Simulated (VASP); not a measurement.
**ReS: single point with PBE**

ReS:

```
CELL_PARAMETERS angstrom
0.00000 2.49409 2.49409
2.49409 0.00000 2.49409
2.49409 2.49409 0.00000
ATOMIC_POSITIONS crystal
Re 0.00000 0.00000 0.00000
S 0.50000 0.50000 0.50000
```

| Item | Value |
| --- | --- |
| Program | VASP 6.6.1 |
| Task | single point |
| Functional | PBE |
| Potentials or basis | VASP PAW PBE potentials, release 64 (Re, S) |
| Cutoff | 520 eV |
| k mesh | 14 × 14 × 14 |
| Occupations | gaussian, width 0.1 eV |
| Spin | collinear spin |
| Starting moments | [3.5, 0.0] μB |

- Pressure: -3.3 GPa
- Net moment: 1.33 μB per cell
- Site moments: Re +1.24; S +0.01 μB
- Valence electrons inside the program's atomic spheres: Re 5.76; S 3.64

Levels at points of the mesh, in eV from the Fermi level:
Spin up:
| k point | band 5 | band 6 | band 7 | band 8 | band 9 | band 10 |
| --- | --- | --- | --- | --- | --- | --- |
| (0.00, 0.00, 0.00) | -3.00 | -3.00 | -3.00 | -2.53 | -2.53 | 1.95 |
| (0.50, 0.00, 0.00) | -0.68 | -0.68 | -0.16 | 2.37 | 4.78 | 4.78 |
| (0.50, 0.50, 0.00) | -4.51 | -1.51 | 0.00 | 0.00 | 0.11 | 2.00 |
Spin down:
| k point | band 2 | band 3 | band 4 | band 5 | band 6 | band 7 | band 8 | band 9 | band 10 | band 11 |
| --- | --- | --- | --- | --- | --- | --- | --- | --- | --- | --- |
| (0.00, 0.00, 0.00) | -2.96 | -2.96 | -2.96 | -2.20 | -2.20 | -2.20 | -1.96 | -1.96 | 2.33 | 9.23 |
| (0.50, 0.00, 0.00) | -9.02 | -6.32 | -6.32 | 0.27 | 0.27 | 0.74 | 2.58 | 5.20 | 5.20 | 6.16 |
| (0.50, 0.50, 0.00) | -6.91 | -4.43 | -4.43 | -4.07 | -0.92 | 0.67 | 1.04 | 1.04 | 2.55 | 10.63 |

Run time: 110 s on 1 thread of AMD EPYC 9R45 96-Core Processor (Zen 5), on a shared host, peak memory 0.21 GiB.

Caveat: the cell stands under tension; spin-orbit coupling is left out, which moves the levels of the heavy elements.
